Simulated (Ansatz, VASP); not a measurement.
## One calculation of KTaO3, two programs

```xyz
5
Lattice="3.9883 -0.0199 -0.0199 -0.0199 3.9883 -0.0199 -0.0199 -0.0199 3.9883" Properties=species:S:1:pos:R:3 pbc="T T T"
K     1.9742    1.9742    1.9742
Ta    0.0000    0.0000    0.0000
O     1.9942   -0.0100   -0.0100
O    -0.0100    1.9942   -0.0100
O    -0.0100   -0.0100    1.9942
```

Change from the starting cell: equal xy, yz and zx shear strains of -1 %, crystal datasets.

Alike in both runs: task electric field gradients; functional LDA; k mesh 5 × 5 × 5; occupations fermi-dirac, width 0.01 eV; no spin polarisation.

```csv
,VASP,Ansatz
version,VASP 6.6.1,Ansatz 0.2.0
potentials or method,"VASP PAW LDA potentials, release 64 (K_sv, Ta_pv, O), cutoff 520 eV","all-electron PAW with datasets made for the crystal, scalar-relativistic"
```

|  | VASP | Ansatz | Ansatz less VASP |
| --- | --- | --- | --- |
| gap on the k mesh at the Fermi level (eV) | 2.10 | 2.15 | +0.057 |
| pressure (GPa) | -4.4 | -5.5 | -1.10 |
| traceless stress, the component that is largest in VASP (GPa) | 0.99 | 0.99 | +0.001 |
| size of Vzz on the site where it differs most (V/Å²) | 14.9 | 17.0 | +2.11 |

LDA's correlation is that of Perdew and Zunger in VASP and of Perdew and Wang (1992) in Ansatz. Ansatz ran all-electron here, and VASP with PAW potentials.

Neither program's run includes spin-orbit coupling.
